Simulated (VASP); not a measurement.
# Ir (P6_3/mmc) in VASP: notebook

Runs on Ir. Level: LDA. Tasks: single point.

Everything below comes from runs of VASP 6.6.1. Logs are shortened: lines on timing, memory, paths and dates and some standing lists are left out, and cuts for length are marked.

**1. The cell of the first run**

Symmetry: P6_3/mmc, No. 194, hexagonal system. Conventional cell: a = 2.695 Å, b = 2.695 Å, c = 4.371 Å, α = 90.00°, β = 90.00°, γ = 120.00°. Within 3.5 Å of Ir (site symmetry -6m2) lie 12 Ir at 2.68 to 2.70 Å.

**2. Single point, LDA (volume scaled by 0.94)**

Input file INCAR:

```
PREC = Accurate
ENCUT = 520
EDIFF = 1E-6
ISMEAR = -1
SIGMA = 0.05
LREAL = False
LASPH = True
NELM = 60
ALGO = Fast
ISIF = 2
LWAVE = False
LCHARG = True
GGA = CA
LELF = True
LVHAR = True
NBANDS = 16
```

Input file KPOINTS:

```
regular mesh
0
Gamma
  11 11 6
```

Input file POSCAR:

```
Ir
1.0
    2.6952115654      0.0000000000      0.0000000000
   -1.3476057827      2.3341216842      0.0000000000
    0.0000000000      0.0000000000      4.3711972971
Ir
2
Direct
    0.3333333333      0.6666666667      0.2500000000
    0.6666666667      0.3333333333      0.7500000000
```

Potentials or basis: VASP PAW LDA potentials, release 64 (Ir).

Run with:

```sh
> cat potpaw_LDA.64/Ir/POTCAR > POTCAR
> mpirun -np 1 vasp_std > vasp.out
```

OUTCAR:

```text
PREC = Accurate
   ENCUT = 520
   EDIFF = 1E-6
   ISMEAR = -1
   LREAL = False
   LASPH = True
   NELM = 60
   ISIF = 2
   GGA = CA

 ion  position               nearest neighbor table
   1  0.333  0.667  0.250-   2 2.68   2 2.68   2 2.68   2 2.68   2 2.68   2 2.68
   2  0.667  0.333  0.750-   1 2.68   1 2.68   1 2.68   1 2.68   1 2.68   1 2.68

  LATTYP: Found a hexagonal cell.
 ALAT       =     2.6952115654
 C/A-ratio  =     1.6218382828

  Lattice vectors:

 A1 = (   2.6952115654,   0.0000000000,   0.0000000000)
 A2 = (  -1.3476057827,   2.3341216842,   0.0000000000)
 A3 = (   0.0000000000,   0.0000000000,   4.3711972971)

Analysis of symmetry for initial positions (statically):
=====================================================================
 Subroutine PRICEL returns:
 Original cell was already a primitive cell.

 Routine SETGRP: Setting up the symmetry group for a
 hexagonal supercell.

 Subroutine GETGRP returns: Found 24 space group operations
 (whereof 12 operations were pure point group operations)
 out of a pool of 24 trial point group operations.

The static configuration has the point symmetry D_3d.
 The point group associated with its full space group is D_6h.

Analysis of symmetry for dynamics (positions and initial velocities):
=====================================================================
 Subroutine PRICEL returns:
 Original cell was already a primitive cell.

 Routine SETGRP: Setting up the symmetry group for a
 hexagonal supercell.

 Subroutine GETGRP returns: Found 24 space group operations
 (whereof 12 operations were pure point group operations)
 out of a pool of 24 trial point group operations.

The dynamic configuration has the point symmetry D_3d.
 The point group associated with its full space group is D_6h.

 Subroutine INISYM returns: Found 24 space group operations
 (whereof 12 operations are pure point group operations),
 and found     1 'primitive' translations

----------------------------------------------------------------------------------------

                                     Primitive cell

  volume of cell :      27.4990

  direct lattice vectors                    reciprocal lattice vectors
     2.695211565  0.000000000  0.000000000     0.371028387  0.214213339  0.000000000
    -1.347605783  2.334121684  0.000000000     0.000000000  0.428426678  0.000000000
     0.000000000  0.000000000  4.371197297     0.000000000  0.000000000  0.228770273

  length of vectors
     2.695211565  2.695211565  4.371197297     0.428426678  0.428426678  0.228770273

  position of ions in fractional coordinates (direct lattice)
     0.333333333  0.666666667  0.250000000
     0.666666667  0.333333333  0.750000000

  ion indices of the primitive-cell ions
   primitive index   ion index
                 1           1
                 2           2

----------------------------------------------------------------------------------------

 KPOINTS: regular mesh

Automatic generation of k-mesh.
 Grid dimensions read from file:
 generate k-points for:   11   11    6

 Generating k-lattice:

  Cartesian coordinates                     Fractional coordinates (reciprocal lattice)
     0.033729853  0.019473940  0.000000000     0.090909091  0.000000000  0.000000000
     0.000000000  0.038947880  0.000000000     0.000000000  0.090909091  0.000000000
     0.000000000  0.000000000  0.038128379     0.000000000  0.000000000  0.166666667

  Length of vectors
     0.038947880  0.038947880  0.038128379

  Shift w.r.t. Gamma in fractional coordinates (k-lattice)
     0.000000000  0.000000000  0.000000000

 Subroutine IBZKPT returns following result:
 ===========================================

 Found     64 irreducible k-points:

 Following reciprocal coordinates:
            Coordinates               Weight
  0.000000  0.000000  0.000000      1.000000
  0.090909  0.000000  0.000000      6.000000
  0.181818 -0.000000  0.000000      6.000000
  0.272727 -0.000000  0.000000      6.000000
  0.363636  0.000000  0.000000      6.000000
  0.454545  0.000000  0.000000      6.000000
[... 16 lines left out ...]
  0.090909  0.090909  0.166667     12.000000
  0.181818  0.090909  0.166667     24.000000
 [... further k-points ...]
   k-points           NKPTS =     64   k-points in BZ     NKDIM =     64   number of bands    NBANDS=     16
   number of dos      NEDOS =    301   number of ions     NIONS =      2
   total plane-waves  NPLWV =  14400
   dimension x,y,z NGX =    20 NGY =   20 NGZ =   36
   dimension x,y,z NGXF=    40 NGYF=   40 NGZF=   72
   ions per type =               2
   NGX,Y,Z   is equivalent  to a cutoff of  12.34, 12.34, 13.69 a.u.
   NGXF,Y,Z  is equivalent  to a cutoff of  24.67, 24.67, 27.38 a.u.
 SYSTEM =  unknown system
   PREC   = accura    normal or accurate (medium, high low for compatibility)
   ISTART =      0    job   : 0-new  1-cont  2-samecut
   ICHARG =      2    charge: 1-file 2-atom 10-const
   ISPIN  =      1    spin polarized calculation?
   LNONCOLLINEAR =      F non collinear calculations
   LSORBIT =      F    spin-orbit coupling
   LASPH  =      T    aspherical Exc in radial PAW
   ENCUT  =  520.0 eV  38.22 Ry    6.18 a.u.   5.01  5.01  8.13*2*pi/ulx,y,z
   NELM   =     60;   NELMIN=  2; NELMDL= -5     # of ELM steps
   EDIFF  = 0.1E-05   stopping-criterion for ELM
   LREAL  =      F    real-space projection
   EDIFFG = 0.1E-04   stopping-criterion for IOM
   NSW    =      0    number of steps for IOM
   IBRION =     -1    ionic relax: 0-MD 1-quasi-New 2-CG
   NFREE  =      0    steps in history (QN), initial steepest desc. (CG)
   ISIF   =      2    stress and relaxation
   ISYM   =      2    0-nonsym 1-usesym 2-fastsym
   POTIM  = 0.5000    time-step for ionic-motion
   TEBEG  =    0.0;   TEEND  =   0.0 temperature during run
   PSTRESS=    0.0 pullay stress
   NELECT =      18.0000    total number of electrons
   NUPDOWN=      -1.0000    fix difference up-down
   EMIN   =  10.00;   EMAX   =-10.00  energy-range for DOS
   EFERMI =   0.00;   METHOD = LEGACY
   ISMEAR =    -1;   SIGMA  =   0.05  broadening in eV -4-tet -1-fermi 0-gaus
   EFERMI_NEDOS =   21; number of points for ismear=-14 and -15
   IALGO  =     68    algorithm
   IMIX   =      4    mixing-type and parameters
     AMIX     =   0.40;   BMIX     =  1.00
     AMIX_MAG =   1.60;   BMIX_MAG =  1.00
  volume/ion in A,a.u.               =      13.75        92.79
  Fermi-wavevector in a.u.,A,eV,Ry     =   1.421434  2.686121 27.490232  2.020475
  Thomas-Fermi vector in A             =   2.542244
   LORBIT       =      0    0 simple, 1 ext, 2 COOP (PROOUT), +10 PAW based schemes
   GGA     = CA    functional components
   LHFCALC =     F    Hartree Fock is set to
   AEXX    =    0.0000 exact exchange contribution
   IVDW    =     0    specifies the selected vdW correction
   LEPSILON=     F    determine dielectric tensor
   LRPA    =     F    only Hartree local field effects (RPA)
 non-spin polarized calculation
 RMM-DIIS sequential band-by-band and
  energy-cutoff  :      520.00
  volume of cell :       27.50
 maximum number of plane-waves:       764
 NGX is ok and might be reduce to    20
   NGX =  9   NGY =  9   NGZ = 17

 number of electron      18.0000001 magnetization

 Free energy of the ion-electron system (eV)
  ---------------------------------------------------
  ext. energy  EPLUGINS =         0.00000000
  ---------------------------------------------------
  free energy    TOTEN  =       -20.46788009 eV

  energy without entropy =      -20.44455582  energy(sigma->0) =      -20.45621795

 E-fermi :  10.9283     XC(G=0): -14.3042

 val. band max:       10.9149892077   @ k =   0.3636   0.1818   0.1667
 cond. band min:      10.9324886547   @ k =   0.2727   0.0909   0.3333
 fundamental gap:      0.0174994470
 Fermi energy:        10.9282562613

 k-point     1 :       0.0000    0.0000    0.0000
  band No.  band energies     occupation
      1      -0.5943      2.00000
      2       2.4230      2.00000
      3       6.7835      2.00000
      4       6.8932      2.00000
      5       6.8932      2.00000
      6       7.5892      2.00000
[... 8 lines left out ...]
     15      27.3502      0.00000
     16      28.5087      0.00000

 k-point     2 :       0.0909    0.0000    0.0000
  band No.  band energies     occupation
      1      -0.2622      2.00000
      2       2.7170      2.00000
      3       6.3252      2.00000
      4       7.1775      2.00000
      5       7.2628      2.00000
      6       7.4376      2.00000
[... 8 lines left out ...]
     15      27.7823      0.00000
     16      29.0379      0.00000

 k-point     3 :       0.1818   -0.0000    0.0000
  band No.  band energies     occupation
      1       0.6546      2.00000
      2       3.4029      2.00000
      3       5.7987      2.00000
      4       6.5335      2.00000
      5       6.9464      2.00000
      6       7.7465      2.00000
[... 8 lines left out ...]
     15      28.1344      0.00000
     16      29.0470      0.00000

 k-point     4 :       0.2727   -0.0000    0.0000
  band No.  band energies     occupation
      1       1.8650      2.00000
      2       3.6865      2.00000
      3       5.1939      2.00000
      4       5.8656      2.00000
      5       6.7849      2.00000
      6       7.2355      2.00000
[... 8 lines left out ...]
     15      26.5937      0.00000
     16      26.6422      0.00000
[... 324 lines left out ...]
 k-point    22 :       0.4545    0.0000    0.1667
  band No.  band energies     occupation
      1       2.7037      2.00000
      2       3.1414      2.00000
      3       4.4636      2.00000
      4       5.5865      2.00000
      5       6.8608      2.00000
      6       7.7538      2.00000
[... 8 lines left out ...]
     15      23.5792      0.00000
     16      24.2592      0.00000

 k-point    23 :       0.0909    0.0909    0.1667
  band No.  band energies     occupation
      1       0.6589      2.00000
      2       3.3011      2.00000
      3       5.9215      2.00000
      4       6.3177      2.00000
      5       6.8824      2.00000
      6       7.3928      2.00000
[... 8 lines left out ...]
     15      28.2890      0.00000
     16      28.8010      0.00000

 k-point    24 :       0.1818    0.0909    0.1667
  band No.  band energies     occupation
      1       1.6958      2.00000
      2       4.0134      2.00000
      3       5.3246      2.00000
      4       5.5549      2.00000
      5       6.5846      2.00000
      6       7.2494      2.00000
[... 8 lines left out ...]
     15      26.6381      0.00000
     16      27.7413      0.00000

 [... further k-points ...]

------------------------ aborting loop because EDIFF is reached ----------------------------------------

  FORCE on cell =-STRESS in cart. coord.  units (eV):
  Direction    XX          YY          ZZ          XY          YZ          ZX
  --------------------------------------------------------------------------------------
  -------------------------------------------------------------------------------------
  Total        1.2701440      1.2701440      1.2750379     -0.0000000      0.0000000      0.0000000
  in kB       74.0025689     74.0025689     74.2876989     -0.0000000      0.0000000      0.0000000
  external PRESSURE =      74.0976122 kB  Pullay stress =       0.0000000 kB

 VOLUME and BASIS-vectors are now :
 -----------------------------------------------------------------------------
  energy-cutoff  :      520.00
  volume of cell :       27.50
      direct lattice vectors                 reciprocal lattice vectors
     2.695211565  0.000000000  0.000000000     0.371028387  0.214213339  0.000000000
    -1.347605783  2.334121684  0.000000000     0.000000000  0.428426678  0.000000000
     0.000000000  0.000000000  4.371197297     0.000000000  0.000000000  0.228770273

 POSITION                                       TOTAL-FORCE (eV/Angst)
 -----------------------------------------------------------------------------------
     -0.00000      1.55608      1.09280        -0.000000     -0.000000      0.000000
      1.34761      0.77804      3.27840         0.000000      0.000000      0.000000
 -----------------------------------------------------------------------------------
    total drift:                               -0.000000      0.000000     -0.000000

  FREE ENERGIE OF THE ION-ELECTRON SYSTEM (eV)
  ---------------------------------------------------
  free  energy   TOTEN  =       -20.4678800914 eV

  energy  without entropy=      -20.4445558154  energy(sigma->0) =      -20.45621795
```

Wall time 20 s (1 thread of Intel Xeon 6975P-C (Granite Rapids), shared host); peak memory 0.14 GiB.

What came out:

| Property | Result |
| --- | --- |
| Free energy | -20.4679 eV |
| Pressure | 7.4 GPa |
| Band gap on the k mesh | zero (band 9 reaches 11.98 eV, above the bottom of band 10 at 8.57 eV) |

Caveat: spin-orbit coupling is left out, which moves the levels of the heavy elements.

(Part 1 of 2 ends here.)
